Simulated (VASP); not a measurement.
# Cr (Im-3m) in VASP: notebook

The runs below take Cr through single point, relaxation of cell and atoms, with PBE.

Program: VASP 6.6.1. These are calculated values, not measurements. Logs are shortened: lines on timing, memory, paths and dates and some standing lists are left out, and cuts for length are marked.

## Step 1: The cell of the first run

It takes space group Im-3m (No. 229, cubic). The conventional cell has a = 2.849 Å, b = 2.849 Å, c = 2.849 Å, α = 90.00°, β = 90.00°, γ = 90.00°. Cr (site symmetry m-3m) has 14 Cr at 2.47 to 2.85 Å within 3.3 Å.

## Step 2: Single point, PBE

INCAR reads:

```
  ALGO = Normal
  EDIFF = 1E-6
  ENCUT = 500
  GGA = PE
  GGA_COMPAT = False
  ISIF = 2
  ISMEAR = -1
  LASPH = True
  LCHARG = True
  LELF = True
  LREAL = False
  LVHAR = True
  LWAVE = False
  NBANDS = 12
  NELM = 120
  PREC = Accurate
  SIGMA = 0.1
```

KPOINTS reads:

```
k-points
0
Gamma
  8 8 8
```

POSCAR reads:

```
Cr
1.0
   -1.4243177285      1.4243177285      1.4243177285
    1.4243177285     -1.4243177285      1.4243177285
    1.4243177285      1.4243177285     -1.4243177285
Cr
1
Direct
    0.0000000000      0.0000000000      0.0000000000
```

Potentials or basis: VASP PAW PBE potentials, release 64 (Cr_pv).

Run with:

```sh
> cat potpaw_PBE.64/Cr_pv/POTCAR > POTCAR
> mpirun -np 1 vasp_std > vasp.out
```

OUTCAR:

```text
EDIFF = 1E-6
   ENCUT = 500
   GGA = PE
   ISIF = 2
   ISMEAR = -1
   LASPH = True
   LREAL = False
   NELM = 120
   PREC = Accurate

 ion  position               nearest neighbor table
   1  0.000  0.000  0.000-

  LATTYP: Found a body centered cubic cell.
 ALAT       =     2.8486354570

  Lattice vectors:

 A1 = (  -1.4243177285,   1.4243177285,   1.4243177285)
 A2 = (   1.4243177285,  -1.4243177285,   1.4243177285)
 A3 = (   1.4243177285,   1.4243177285,  -1.4243177285)

Analysis of symmetry for initial positions (statically):
=====================================================================
 Subroutine PRICEL returns:
 Original cell was already a primitive cell.

 Routine SETGRP: Setting up the symmetry group for a
 body centered cubic supercell.

 Subroutine GETGRP returns: Found 48 space group operations
 (whereof 48 operations were pure point group operations)
 out of a pool of 48 trial point group operations.

The static configuration has the point symmetry O_h .

Analysis of symmetry for dynamics (positions and initial velocities):
=====================================================================
 Subroutine PRICEL returns:
 Original cell was already a primitive cell.

 Routine SETGRP: Setting up the symmetry group for a
 body centered cubic supercell.

 Subroutine GETGRP returns: Found 48 space group operations
 (whereof 48 operations were pure point group operations)
 out of a pool of 48 trial point group operations.

The dynamic configuration has the point symmetry O_h .

 Subroutine INISYM returns: Found 48 space group operations
 (whereof 48 operations are pure point group operations),
 and found     1 'primitive' translations

----------------------------------------------------------------------------------------

                                     Primitive cell

  volume of cell :      11.5579

  direct lattice vectors                    reciprocal lattice vectors
    -1.424317728  1.424317728  1.424317728     0.000000000  0.351045269  0.351045269
     1.424317728 -1.424317728  1.424317728     0.351045269  0.000000000  0.351045269
     1.424317728  1.424317728 -1.424317728     0.351045269  0.351045269  0.000000000

  length of vectors
     2.466990672  2.466990672  2.466990672     0.496452980  0.496452980  0.496452980

  position of ions in fractional coordinates (direct lattice)
     0.000000000  0.000000000  0.000000000

  ion indices of the primitive-cell ions
   primitive index   ion index
                 1           1

----------------------------------------------------------------------------------------

 KPOINTS: k-points

Automatic generation of k-mesh.
 Grid dimensions read from file:
 generate k-points for:    8    8    8

 Generating k-lattice:

  Cartesian coordinates                     Fractional coordinates (reciprocal lattice)
     0.000000000  0.043880659  0.043880659     0.125000000  0.000000000  0.000000000
     0.043880659  0.000000000  0.043880659     0.000000000  0.125000000  0.000000000
     0.043880659  0.043880659  0.000000000     0.000000000  0.000000000  0.125000000

  Length of vectors
     0.062056623  0.062056623  0.062056623

  Shift w.r.t. Gamma in fractional coordinates (k-lattice)
     0.000000000  0.000000000  0.000000000

 Subroutine IBZKPT returns following result:
 ===========================================

 Found     29 irreducible k-points:

 Following reciprocal coordinates:
            Coordinates               Weight
  0.000000  0.000000  0.000000      1.000000
  0.125000  0.000000  0.000000     12.000000
  0.250000  0.000000  0.000000     12.000000
  0.375000  0.000000  0.000000     12.000000
  0.500000  0.000000  0.000000      6.000000
  0.125000  0.125000  0.000000     24.000000
[... 16 lines left out ...]
 -0.250000  0.250000  0.250000      6.000000
 -0.375000  0.375000  0.250000     24.000000
 [... further k-points ...]
   k-points           NKPTS =     29   k-points in BZ     NKDIM =     29   number of bands    NBANDS=     12
   number of dos      NEDOS =    301   number of ions     NIONS =      1
   total plane-waves  NPLWV =   5832
   dimension x,y,z NGX =    18 NGY =   18 NGZ =   18
   dimension x,y,z NGXF=    36 NGYF=   36 NGZF=   36
   ions per type =               1
   NGX,Y,Z   is equivalent  to a cutoff of  12.13, 12.13, 12.13 a.u.
   NGXF,Y,Z  is equivalent  to a cutoff of  24.26, 24.26, 24.26 a.u.
 SYSTEM =  unknown system
   PREC   = accura    normal or accurate (medium, high low for compatibility)
   ISTART =      0    job   : 0-new  1-cont  2-samecut
   ICHARG =      2    charge: 1-file 2-atom 10-const
   ISPIN  =      1    spin polarized calculation?
   LNONCOLLINEAR =      F non collinear calculations
   LSORBIT =      F    spin-orbit coupling
   LASPH  =      T    aspherical Exc in radial PAW
   ENCUT  =  500.0 eV  36.75 Ry    6.06 a.u.   4.50  4.50  4.50*2*pi/ulx,y,z
   NELM   =    120;   NELMIN=  2; NELMDL= -5     # of ELM steps
   EDIFF  = 0.1E-05   stopping-criterion for ELM
   LREAL  =      F    real-space projection
   EDIFFG = 0.1E-04   stopping-criterion for IOM
   NSW    =      0    number of steps for IOM
   IBRION =     -1    ionic relax: 0-MD 1-quasi-New 2-CG
   NFREE  =      0    steps in history (QN), initial steepest desc. (CG)
   ISIF   =      2    stress and relaxation
   ISYM   =      2    0-nonsym 1-usesym 2-fastsym
   POTIM  = 0.5000    time-step for ionic-motion
   TEBEG  =    0.0;   TEEND  =   0.0 temperature during run
   PSTRESS=    0.0 pullay stress
   NELECT =      12.0000    total number of electrons
   NUPDOWN=      -1.0000    fix difference up-down
   EMIN   =  10.00;   EMAX   =-10.00  energy-range for DOS
   EFERMI =   0.00;   METHOD = LEGACY
   ISMEAR =    -1;   SIGMA  =   0.10  broadening in eV -4-tet -1-fermi 0-gaus
   EFERMI_NEDOS =   21; number of points for ismear=-14 and -15
   IALGO  =     38    algorithm
   IMIX   =      4    mixing-type and parameters
     AMIX     =   0.40;   BMIX     =  1.00
     AMIX_MAG =   1.60;   BMIX_MAG =  1.00
  volume/ion in A,a.u.               =      11.56        78.00
  Fermi-wavevector in a.u.,A,eV,Ry     =   1.657709  3.132616 37.388811  2.748000
  Thomas-Fermi vector in A             =   2.745415
   LORBIT       =      0    0 simple, 1 ext, 2 COOP (PROOUT), +10 PAW based schemes
   GGA     = PE    functional components
   LHFCALC =     F    Hartree Fock is set to
   AEXX    =    0.0000 exact exchange contribution
   IVDW    =     0    specifies the selected vdW correction
   LEPSILON=     F    determine dielectric tensor
   LRPA    =     F    only Hartree local field effects (RPA)
 non-spin polarized calculation
  energy-cutoff  :      500.00
  volume of cell :       11.56
 maximum number of plane-waves:       321
 NGX is ok and might be reduce to    18

 number of electron      11.9999993 magnetization

 Free energy of the ion-electron system (eV)
  ---------------------------------------------------
  ext. energy  EPLUGINS =         0.00000000
  ---------------------------------------------------
  free energy    TOTEN  =        -9.52052520 eV

  energy without entropy =       -9.49980835  energy(sigma->0) =       -9.51016677

 E-fermi :  10.8230     XC(G=0): -13.6732

 val. band max:       10.6269065160   @ k =   0.3750   0.0000   0.0000
 cond. band min:      10.9572434014   @ k =  -0.2500   0.2500   0.1250
 fundamental gap:      0.3303368854
 Fermi energy:        10.8230242815

 k-point     1 :       0.0000    0.0000    0.0000
  band No.  band energies     occupation
      1     -31.7879      2.00000
      2     -31.7879      2.00000
      3     -31.7879      2.00000
      4       3.1084      2.00000
      5      10.0358      1.99924
      6      10.0358      1.99924
      7      10.0358      1.99924
      8      12.0864      0.00001
      9      12.0864      0.00001
     10      18.0347      0.00000
     11      33.2627      0.00000
     12      33.2627      0.00000

 k-point     2 :       0.1250    0.0000    0.0000
  band No.  band energies     occupation
      1     -31.9268      2.00000
      2     -31.8306      2.00000
      3     -31.7886      2.00000
      4       3.7760      2.00000
      5       9.7848      1.99994
      6       9.9692      1.99961
      7      10.4899      1.93099
      8      11.8508      0.00007
      9      12.1076      0.00001
     10      18.0346      0.00000
     11      31.7107      0.00000
     12      32.9018      0.00000

 k-point     3 :       0.2500    0.0000    0.0000
  band No.  band energies     occupation
      1     -32.2546      2.00000
      2     -31.9328      2.00000
      3     -31.7907      2.00000
      4       5.4110      2.00000
      5       9.2181      2.00000
      6       9.7251      1.99997
      7      11.6906      0.00034
      8      11.7583      0.00017
      9      12.1965      0.00000
     10      18.0340      0.00000
     11      27.7772      0.00000
     12      30.9702      0.00000
[... 286 lines left out ...]
 k-point    23 :      -0.2500    0.2500    0.2500
  band No.  band energies     occupation
      1     -32.2729      2.00000
      2     -32.0913      2.00000
      3     -32.0913      2.00000
      4       7.0034      2.00000
      5       9.1477      2.00000
      6      10.5399      1.88867
      7      10.5399      1.88867
      8      11.6201      0.00069
      9      13.4855      0.00000
     10      18.0341      0.00000
     11      28.9848      0.00000
     12      29.4580      0.00000

 k-point    24 :      -0.3750    0.3750    0.2500
  band No.  band energies     occupation
      1     -32.4620      2.00000
      2     -32.2015      2.00000
      3     -32.1190      2.00000
      4       7.5762      2.00000
      5       8.2391      2.00000
      6      10.5530      1.87404
      7      11.1733      0.05847
      8      12.8277      0.00000
      9      15.2539      0.00000
     10      18.0341      0.00000
     11      24.4044      0.00000
     12      27.0399      0.00000

 [... further k-points ...]
[... 5 lines left out ...]
  --------------------------------------------------------------------------------------
  -------------------------------------------------------------------------------------
  Total       -0.0112130     -0.0112130     -0.0112130      0.0000000      0.0000000      0.0000000
  in kB       -1.5543667     -1.5543667     -1.5543667      0.0000000      0.0000000      0.0000000
  external PRESSURE =      -1.5543667 kB  Pullay stress =       0.0000000 kB

 VOLUME and BASIS-vectors are now :
 -----------------------------------------------------------------------------
  energy-cutoff  :      500.00
  volume of cell :       11.56
      direct lattice vectors                 reciprocal lattice vectors
    -1.424317728  1.424317728  1.424317728     0.000000000  0.351045269  0.351045269
     1.424317728 -1.424317728  1.424317728     0.351045269  0.000000000  0.351045269
     1.424317728  1.424317728 -1.424317728     0.351045269  0.351045269  0.000000000

 POSITION                                       TOTAL-FORCE (eV/Angst)
 -----------------------------------------------------------------------------------
      0.00000      0.00000      0.00000         0.000000     -0.000000     -0.000000
 -----------------------------------------------------------------------------------
    total drift:                                0.000000     -0.000000      0.000000

  FREE ENERGIE OF THE ION-ELECTRON SYSTEM (eV)
  ---------------------------------------------------
  free  energy   TOTEN  =        -9.5205251963 eV

  energy  without entropy=       -9.4998083453  energy(sigma->0) =       -9.51016677
```

Run time: 9.5 s. Hardware: 1 thread of AMD EPYC 7R13, shared host; peak memory 0.09 GiB.

What came out:

- Free energy: -9.5205 eV
- Pressure: -0.2 GPa
- Band gap on the k mesh: zero (band 6 reaches 13.38 eV, above the bottom of band 7 at 10.04 eV)

Caveat: the k points lie up to 0.39 Å⁻¹ apart; the run has no spin polarisation, though such a crystal can be magnetic.

## Step 3: Single point, PBE, collinear spin, antiferromagnetic start

This run uses another cell than the first one: it holds 2 atoms, not 1.

INCAR reads:

```
SYSTEM = Cr
PREC = Accurate
ENCUT = 520
EDIFF = 1E-6
ISMEAR = -1
SIGMA = 0.05
LREAL = .False.
LASPH = .True.
NELM = 150
ALGO = Normal
ISIF = 2
LWAVE = .False.
LCHARG = .False.
ISPIN = 2
MAGMOM = 1.5 -1.5
LORBIT = 11
LMAXMIX = 4
GGA = PE
NBANDS = 23
```

KPOINTS reads:

```
Automatic mesh
0
Gamma
  11 11 11
  0 0 0
```

POSCAR reads:

```
Cr
1.0
    2.8652961636      0.0000000000      0.0000000000
    0.0000000000      2.8652961636      0.0000000000
    0.0000000000      0.0000000000      2.8652961636
Cr
2
Direct
    0.0000000000      0.0000000000      0.0000000000
    0.5000000000      0.5000000000      0.5000000000
```

Potentials or basis: VASP PAW PBE potentials, release 64 (Cr_pv).

Run with:

```sh
> cat potpaw_PBE.64/Cr_pv/POTCAR > POTCAR
> mpirun -np 1 vasp_std > vasp.out
```

Run time: 47 s. Hardware: 1 thread of Intel Xeon Platinum 8259CL at 2.50GHz (Skylake/Cascade Lake), shared host; peak memory 0.17 GiB.

It converged, with:

```
Free energy                                           : -19.0673 eV
Pressure                                              : -0.1 GPa
Band gap on the k mesh                                : zero (filled and empty bands overlap)
Net moment                                            : 0.00 μB per cell
Site moments                                          : Cr +1.10, -1.10 μB
Valence electrons inside the program's atomic spheres : Cr 11.02
```

Levels at points of the mesh, in eV from the Fermi level:
Spin up:
| k point | band 8 | band 9 | band 10 | band 11 | band 12 | band 13 | band 14 | band 15 | band 16 | band 17 |
| --- | --- | --- | --- | --- | --- | --- | --- | --- | --- | --- |
| (0.00, 0.00, 0.00) | -4.14 | -4.14 | -0.86 | -0.86 | -0.86 | 1.26 | 1.26 | 2.62 | 2.62 | 2.62 |
Spin down:
| k point | band 9 | band 10 | band 11 | band 12 | band 13 | band 14 | band 15 | band 16 |
| --- | --- | --- | --- | --- | --- | --- | --- | --- |
| (0.00, 0.00, 0.00) | -4.14 | -0.86 | -0.86 | -0.86 | 1.26 | 1.26 | 2.62 | 2.62 |

(Part 1 of 2 ends here.)
